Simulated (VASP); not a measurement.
## W: single point with PBEsol

W:

```xyz
1
Lattice="-1.5772 1.5772 1.5772 1.5772 -1.5772 1.5772 1.5772 1.5772 -1.5772" Properties=species:S:1:pos:R:3 pbc="T T T"
W     0.0000    0.0000    0.0000
```

- Program: VASP 6.6.1
- Task: single point
- Functional: PBEsol
- Potentials or basis: VASP PAW PBE potentials, release 64 (W_sv)
- Cutoff: 520 eV
- k mesh: 18 × 18 × 18
- Occupations: gaussian, width 0.1 eV
- Spin: no spin polarisation

```yaml
Pressure: 0.7 GPa
Band_gap_on_the_k_mesh: zero (band 7 reaches 16.67 eV, above the bottom of band 8 at 10.17 eV)
```

Levels at points of the mesh, in eV from the Fermi level:
| k point | band 5 | band 6 | band 7 | band 8 | band 9 | band 10 |
| --- | --- | --- | --- | --- | --- | --- |
| (0.00, 0.00, 0.00) | -9.70 | -1.24 | -1.24 | -1.24 | 2.27 | 2.27 |
| (0.50, 0.00, 0.00) | -6.35 | -3.61 | 0.74 | 2.17 | 3.16 | 6.27 |
| (0.50, 0.50, 0.50) | -5.93 | -5.93 | 5.26 | 5.26 | 5.26 | 8.34 |

Run time: 17 s on 1 thread of Intel Xeon 6975P-C, on a shared host, peak memory 0.15 GiB.

Caveat: the PAW data sets were made with another functional, which shifts forces and pressure a little; spin-orbit coupling is left out, which moves the levels of the heavy elements.
